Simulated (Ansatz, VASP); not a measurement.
**CoO in VASP and in Ansatz**

INCAR

```
SYSTEM = CoO
  PREC = Accurate
  ENCUT = 600
  EDIFF = 1E-6
  ISMEAR = -1
  SIGMA = 0.05
  LREAL = .FALSE.
  LASPH = .TRUE.
  NELM = 150
  ALGO = Normal
  ISIF = 3
  LWAVE = .FALSE.
  LCHARG = .FALSE.
  ISPIN = 2
  MAGMOM = 2 0
  LORBIT = 11
  LMAXMIX = 4
  GGA = B5
  ALDAX = 1.0
  AGGAX = 1.0
  AGGAC = 1.0
  ALDAC = 0.0
  IBRION = 2
  NSW = 60
  EDIFFG = -0.01
```

The input KPOINTS:

```
regular mesh
0
G
  11 11 11
  0 0 0
```

POSCAR

```
CoO
1.0
    1.5054695445      0.8691832468      2.4399269062
   -1.5054695445      0.8691832468      2.4399269062
    0.0000000000     -1.7383664936      2.4399269062
Co O
1 1
Direct
    0.0000000000      0.0000000000      0.0000000000
    0.5000000000      0.5000000000      0.5000000000
```

The input input.yaml:

```yaml
crystal:
  lattice:
    - [1.5054695445, 0.8691832468, 2.4399269062]
    - [-1.5054695445, 0.8691832468, 2.4399269062]
    - [0.0, -1.7383664936, 2.4399269062]
  atoms:
    - { symbol: Co, position: [0.0, 0.0, 0.0], spin: 2.0 }
    - { symbol: O, position: [0.5, 0.5, 0.5] }
hamiltonian:
  xc: blyp
  pseudopotentials: { kind: paw }
magnetization:
  spin_polarized: true
kpoints:
  mp_grid: { grid: [11, 11, 11] }
scf:
  occupations: { method: fermi_dirac, width: 0.05 }
output:
  forces: true
  stress: true
  eigenvalues: true
  write_density: true
  write_potential: true
  elf: true
  volumetric_format: npy
relax:
  f_tol: 0.01
  max_steps: 40
  cell: { stress_tol: 0.05 }
```

Alike in both runs: task relaxation of cell and atoms; functional BLYP; k mesh 11 × 11 × 11; occupations fermi-dirac, width 0.05 eV; collinear spin.

|  | VASP | Ansatz |
| --- | --- | --- |
| version | VASP 6.6.1 | Ansatz 0.2.0 |
| potentials or method | VASP PAW PBE potentials, release 64 (Co, O) | Ansatz PAW |
| plane-wave cutoff (eV) | 600 | 420 |
| valence electrons in the cell | 15 | 23 |

VASP gave:

| Item | Value |
| --- | --- |
| gap on the k mesh at the Fermi level, each at its own relaxed structure (eV) | none |
| net moment per atom (μB) | 1.42 |
| size of the moment on the site where the two differ most (μB) | 2.50 |
| relaxed volume (Å³/atom) | 9.94 |
| relaxed cell length with the largest relative difference (Å) | 3.032 |

Task: What did Ansatz give for the same quantities?

Result: gap on the k mesh at the Fermi level, each at its own relaxed structure (eV): none; net moment per atom (μB): 1.45; size of the moment on the site where the two differ most (μB): 2.46; relaxed volume (Å³/atom): 9.96; relaxed cell length with the largest relative difference (Å): 2.993.

VASP's potentials were made for PBE, not for BLYP. Site moments also hang on the region over which each program counts them. A gap of «none» marks a metal or a gap that the smearing closes. VASP's potentials hold 15 valence electrons a cell and Ansatz's 23, so a difference there can come from the potentials and not from the codes.

Noted on Ansatz's run: the plane-wave basis is chosen anew once the cell has moved, so the energies of steps on either side of that aren't comparable.
